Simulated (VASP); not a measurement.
A run of VASP 6.6.1 is set up as follows.

POSCAR

```
AlN
1.0
    0.0000000000      2.0996231902      1.9631719216
    2.0996231902      0.0000000000      1.9631719216
    2.0996231902      2.0996231902      0.0000000000
Al N
1 1
Direct
    0.0000000000      0.0000000000      0.0000000000
    0.5000000000      0.5000000000      0.5000000000
```

Contents of INCAR.step1:

```
SYSTEM = AlN
ALGO = Normal ; EDIFF = 1E-8
ENCUT = 500 ; GGA = PE
ISMEAR = 0 ; LASPH = .TRUE.
LCHARG = .FALSE. ; LREAL = .FALSE.
LWAVE = .TRUE. ; NELM = 100
PREC = Accurate ; SIGMA = 0.01
```

INCAR.step2

```
SYSTEM = AlN
ALGO = Exact ; EDIFF = 1E-8
ENCUT = 500 ; GGA = PE
ISMEAR = 0 ; ISTART = 1
LASPH = .TRUE. ; LCHARG = .FALSE.
LOPTICS = .TRUE. ; LREAL = .FALSE.
LWAVE = .TRUE. ; NBANDS = 76
NELM = 1 ; PREC = Accurate
SIGMA = 0.01
```

INCAR.step3

```
SYSTEM = AlN
ALGO = EVGW0 ; EDIFF = 1E-8
ENCUT = 500 ; ENCUTGW = 150.0
GGA = PE ; ISMEAR = 0
ISTART = 1 ; LASPH = .TRUE.
LCHARG = .FALSE. ; LREAL = .FALSE.
LWAVE = .FALSE. ; NBANDS = 76
NBANDSGW = 12 ; NELMGW = 1
NOMEGA = 96 ; OMEGAMAX = 20
PREC = Accurate ; PRECFOCK = Fast
SIGMA = 0.01
```

File KPOINTS:

```
k-points
0
G
  6 6 6
  0 0 0
```

Potentials or basis: VASP PAW PBE potentials, release 64 (Al_GW, N_GW).

Command:

```bash
$ cat potpaw_PBE.64/Al_GW/POTCAR potpaw_PBE.64/N_GW/POTCAR > POTCAR
$ cp INCAR.step1 INCAR
$ mpirun -np 1 vasp_std > vasp.out
$ cp INCAR.step2 INCAR
$ mpirun -np 1 vasp_std > vasp.out
$ cp INCAR.step3 INCAR
$ mpirun -np 1 vasp_std > vasp.out
```

Question: Predict the quasiparticle gap.

Answer: 5.15 eV.

Question: What does it give for the least direct quasiparticle gap?

Answer: 6.42 eV.

Question: Predict the least direct gap of the starting levels on the mesh.

Answer: 4.81 eV.

Question: Predict the band gap of the starting levels on the mesh.

Answer: 3.71 eV.

Caveat: the k points lie up to 0.44 Å⁻¹ apart; bands, screening cutoff and mesh are small and nothing is extrapolated, so the quasiparticle values aren't converged; the structure was generated, so it needn't be the stable form of AlN.
